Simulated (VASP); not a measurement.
A run of VASP 6.6.1 is set up as follows.

Contents of INCAR:

```
SYSTEM = Ni
PREC = Accurate
ENCUT = 520
EDIFF = 1E-6
ISMEAR = 0
SIGMA = 0.05
LREAL = .FALSE.
LASPH = .TRUE.
NELM = 150
ALGO = Normal
ISIF = 2
LWAVE = .FALSE.
LCHARG = .TRUE.
ISPIN = 2
MAGMOM = 0.75
LORBIT = 11
LMAXMIX = 4
GGA = PE
LELF = .TRUE.
LVHAR = .TRUE.
NBANDS = 15
```

File KPOINTS:

```
regular mesh
0
G
  20 20 20
  0 0 0
```

The input POSCAR:

```
Ni
1.0
    0.0000000000      1.7590244689      1.7590244689
    1.7590244689      0.0000000000      1.7590244689
    1.7590244689      1.7590244689      0.0000000000
Ni
1
Direct
    0.0000000000      0.0000000000      0.0000000000
```

Potentials or basis: VASP PAW PBE potentials, release 64 (Ni).

Run with:

```console
$ cat potpaw_PBE.64/Ni/POTCAR > POTCAR
$ mpirun -np 1 vasp_std > vasp.out
```

(1) What does it give for the pressure?

(2) Predict the net moment.

(3) Predict the site moments.

## Answers

(1) -0.1 GPa.

(2) 0.63 μB per cell.

(3) Ni +0.64 μB.
